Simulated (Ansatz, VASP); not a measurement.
## Two plane-wave programs on InSe2

The input INCAR:

```
SYSTEM = InSe2
PREC = Accurate
ENCUT = 520
EDIFF = 1E-7
ISMEAR = 0
SIGMA = 0.15
LREAL = .False.
LASPH = .True.
NELM = 60
ALGO = Normal
ISIF = 2
LWAVE = .False.
LCHARG = .False.
GGA = PE
NBANDS = 34
```

File KPOINTS:

```
Automatic mesh
0
Gamma
  12 12 6
  0 0 0
```

File POSCAR:

```
InSe2
1.0
    3.8873932726      0.0000000000      0.0000000000
    0.0000000000      3.8873932726      0.0000000000
    0.0000000000      0.0000000000     10.1218363586
In Se
2 4
Direct
    0.0000000000      0.5000000000      0.7035851637
    0.5000000000      0.0000000000      0.2964148363
    0.0000000000      0.5000000000      0.3657877574
    0.5000000000      0.0000000000      0.6342122426
    0.0000000000      0.0000000000      0.0000000000
    0.5000000000      0.5000000000      0.0000000000
```

Input for Ansatz:

```yaml
crystal:
  lattice:
    - [3.8873932726, 0.0, 0.0]
    - [0.0, 3.8873932726, 0.0]
    - [0.0, 0.0, 10.1218363586]
  atoms:
    - { symbol: In, position: [0.0, 0.5, 0.7035851637] }
    - { symbol: In, position: [0.5, 0.0, 0.2964148363] }
    - { symbol: Se, position: [0.0, 0.5, 0.3657877574] }
    - { symbol: Se, position: [0.5, 0.0, 0.6342122426] }
    - { symbol: Se, position: [0.0, 0.0, 0.0] }
    - { symbol: Se, position: [0.5, 0.5, 0.0] }
basis:
  ecutwfc: 420
kpoints:
  mp_grid: { grid: [12, 12, 6] }
hamiltonian:
  xc: pbe
scf:
  occupations: { method: gaussian, width: 0.15 }
output:
  forces: true
  stress: true
  eigenvalues: true
```

Change from the starting cell: strain +0.000 along x and y, +0.040 along z, atoms carried along.

Alike in both runs: task single point; functional PBE; k mesh 12 × 12 × 6; occupations gaussian, width 0.15 eV; no spin polarisation.

```csv
,VASP,Ansatz
version,VASP 6.6.1,Ansatz 0.2.0
potentials or method,"VASP PAW PBE potentials, release 64 (In_d, Se), cutoff 520 eV","scalar-relativistic, plane waves, PAW"
valence electrons in the cell,50,90
```

VASP gave:

```
gap on the k mesh at the Fermi level (eV)                     : none
pressure (GPa)                                                : -0.9
traceless stress, the component that is largest in VASP (GPa) : -0.54
rms of the force components (eV/Å)                            : 0.029
```

Problem. Which values does Ansatz return?

Solution. gap on the k mesh at the Fermi level (eV): none; pressure (GPa): -1.0; traceless stress, the component that is largest in VASP (GPa): -0.52; rms of the force components (eV/Å): 0.029.

Atom by atom the forces differ by 0.000 eV/Å (rms over components). A gap of «none» marks a metal or a gap that the smearing closes. The functional is the same, so the differences come from potentials, cutoffs and numerics. VASP's potentials hold 50 valence electrons a cell and Ansatz's 90, so a difference there can come from the potentials and not from the codes.
